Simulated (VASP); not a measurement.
Here is a VASP 6.6.1 calculation.

Contents of POSCAR:

```
GaN
1.0
    0.0000000000      2.0999712173      2.0999712173
    2.0999712173      0.0000000000      2.0999712173
    2.0999712173      2.0999712173      0.0000000000
Ga N
1 1
Direct
    0.0000000000      0.0000000000      0.0000000000
    0.5000000000      0.5000000000      0.5000000000
```

INCAR.step1

```
SYSTEM = GaN
  PREC = Accurate
  ENCUT = 520
  EDIFF = 1E-5
  ISMEAR = -1
  SIGMA = 0.05
  LREAL = .FALSE.
  LASPH = .TRUE.
  NELM = 80
  ALGO = Normal
  ISIF = 2
  LWAVE = .TRUE.
  LCHARG = .FALSE.
  NBANDS = 16
  GGA = PE
```

Contents of INCAR.step2:

```
SYSTEM = GaN
  PREC = Accurate
  ENCUT = 520
  EDIFF = 1E-7
  ISMEAR = -1
  SIGMA = 0.05
  LREAL = .FALSE.
  LASPH = .TRUE.
  NELM = 80
  ALGO = Normal
  ISIF = 2
  LWAVE = .FALSE.
  LCHARG = .FALSE.
  GGA = PE
  LHFCALC = .TRUE.
  AEXX = 1.0
  ALDAC = 0.0
  AGGAC = 0.0
  PRECFOCK = Normal
  NBANDS = 16
  ISTART = 1
```

The input KPOINTS:

```
Automatic mesh
0
G
  6 6 6
  0 0 0
```

Potentials or basis: VASP PAW PBE potentials, release 64 (Ga_d, N).

Command:

```console
$ cat potpaw_PBE.64/Ga_d/POTCAR potpaw_PBE.64/N/POTCAR > POTCAR
$ cp INCAR.step1 INCAR
$ mpirun -np 1 vasp_std > vasp.out
$ cp INCAR.step2 INCAR
$ mpirun -np 1 vasp_std > vasp.out
```

Q: What does it give for the pressure?

A: 1.9 GPa.

Q: Estimate the band gap on the k mesh.

A: 9.78 eV (least direct gap 12.43 eV).

Caveat: the k points lie up to 0.43 Å⁻¹ apart; the PAW data sets were made with another functional, which shifts forces and pressure a little. A k mesh can miss the band edges.
